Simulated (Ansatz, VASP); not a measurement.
## Two plane-wave programs on Ir

```
Ir
1.0
     0.00000    1.92285    1.92285
     1.92285    0.00000    1.92285
     1.92285    1.92285    0.00000
Ir
1
Direct
  0.00000 0.00000 0.00000
```

Alike in both runs: task single point; functional r2SCAN; k mesh 14 × 14 × 14; occupations gaussian, width 0.03 eV; no spin polarisation.

|  | VASP | Ansatz |
| --- | --- | --- |
| version | VASP 6.6.1 | Ansatz 0.2.0 |
| potentials or method | VASP PAW PBE potentials, release 64 (Ir_sv_GW), cutoff 550 eV | plane waves (500 eV) with PAW, scalar-relativistic |
| valence electrons in the cell | 17 | 17 |

Ansatz gave:

```
pressure (GPa) : -0.2
```

What did VASP give for the same quantities?

Pressure (GPa): -2.4.

VASP's potentials were made for PBE, not for r2SCAN.

Spin-orbit coupling is off throughout.
